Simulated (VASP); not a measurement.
Here is a VASP 6.6.1 calculation.

The input INCAR:

```
PREC = Accurate
ENCUT = 520
EDIFF = 1E-6
ISMEAR = 0
SIGMA = 0.1
LREAL = F
LASPH = T
NELM = 100
ALGO = Normal
ISIF = 2
LWAVE = F
LCHARG = T
GGA = PE
LELF = T
LVHAR = T
NBANDS = 26
```

The input KPOINTS:

```
regular mesh
0
Gamma
  12 12 6
```

POSCAR

```
TlBH
1.0
    3.7598689006      0.0000000000      0.0000000000
   -1.8799344503      3.2561419828      0.0000000000
    0.0000000000      0.0000000000      6.6249627938
Tl B H
2 2 2
Direct
    0.3333333333      0.6666666667      0.2500000000
    0.6666666667      0.3333333333      0.7500000000
    0.0000000000      0.0000000000      0.0000000000
    0.0000000000      0.0000000000      0.5000000000
    0.3333333333      0.6666666667      0.7500000000
    0.6666666667      0.3333333333      0.2500000000
```

Potentials or basis: VASP PAW PBE potentials, release 64 (Tl_d, B, H).

Command:

```sh
$ cat potpaw_PBE.64/Tl_d/POTCAR potpaw_PBE.64/B/POTCAR potpaw_PBE.64/H/POTCAR > POTCAR
$ mpirun -np 1 vasp_std > vasp.out
```

(1) What does it give for the band gap on the k mesh?

(2) Predict the pressure.

Answers

(1) zero (bands 17 and 18 overlap by 3.23 eV).

(2) -0.1 GPa.

Caveat: spin-orbit coupling is left out, which moves the levels of the heavy elements.
